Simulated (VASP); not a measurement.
Write the native input for VASP 6.6.1 that does the following.

| Quantity | Value |
| --- | --- |
| Task | single point |
| Functional | r2SCAN |
| Potentials or basis | VASP PAW PBE potentials, release 64 (Ge_d) |
| Cutoff | 520 eV |
| k mesh | 8 × 8 × 6, shifted |
| Occupations | gaussian, width 0.01 eV |
| Spin | no spin polarisation |
| Dipole correction | no |
| Further INCAR settings | ALGO = Normal; EDIFF = 1e-07; NBANDS = 36 |

Ge:

```
Ge
1.0
     2.78034    2.78034    0.00000
    -2.78034    2.78034    0.00000
     0.00000    0.00000    5.76500
Ge
4
Direct
  0.00000 0.00000 0.00000
  0.00000 0.50000 0.75000
  0.50000 0.00000 0.25000
  0.50000 0.50000 0.50000
```

The input as run:

POSCAR

```
Ge
1.0
    2.7803396810      2.7803396810      0.0000000000
   -2.7803396810      2.7803396810      0.0000000000
    0.0000000000      0.0000000000      5.7650003546
Ge
4
Direct
    0.0000000000      0.0000000000      0.0000000000
    0.0000000000      0.5000000000      0.7500000000
    0.5000000000      0.0000000000      0.2500000000
    0.5000000000      0.5000000000      0.5000000000
```

INCAR.step1

```
SYSTEM = Ge
  PREC = Accurate
  ENCUT = 520
  ISMEAR = 0
  SIGMA = 0.01
  LREAL = .False.
  LASPH = .True.
  NELM = 80
  NBANDS = 36
  GGA = PE
  ALGO = Normal
  EDIFF = 1E-4
  LWAVE = .True.
  LCHARG = .False.
```

INCAR.step2

```
SYSTEM = Ge
  PREC = Accurate
  ENCUT = 520
  EDIFF = 1E-7
  ISMEAR = 0
  SIGMA = 0.01
  LREAL = .False.
  LASPH = .True.
  NELM = 80
  ALGO = Normal
  ISIF = 2
  LWAVE = .False.
  LCHARG = .False.
  METAGGA = R2SCAN
  LMIXTAU = .True.
  NBANDS = 36
  ISTART = 1
```

KPOINTS

```
Automatic mesh
0
Gamma
  8 8 6
  0.5 0.5 0.5
```

Potentials or basis: VASP PAW PBE potentials, release 64 (Ge_d).

Launch:

```sh
$ cat potpaw_PBE.64/Ge_d/POTCAR > POTCAR
$ cp INCAR.step1 INCAR
$ mpirun -np 1 vasp_std > vasp.out
$ cp INCAR.step2 INCAR
$ mpirun -np 1 vasp_std > vasp.out
```

It gave:

* Pressure: 2.0 GPa
* Band gap on the k mesh: 1.03 eV

Caveat: the PAW data sets were made with another functional, which shifts forces and pressure a little; a shifted mesh leaves out Γ, where band edges can lie.

Run time: 4.1 min on 1 thread of Intel(R) Xeon(R) Platinum 8124M CPU @ 3.00GHz (Skylake/Cascade Lake), on a shared host, peak memory 0.24 GiB.
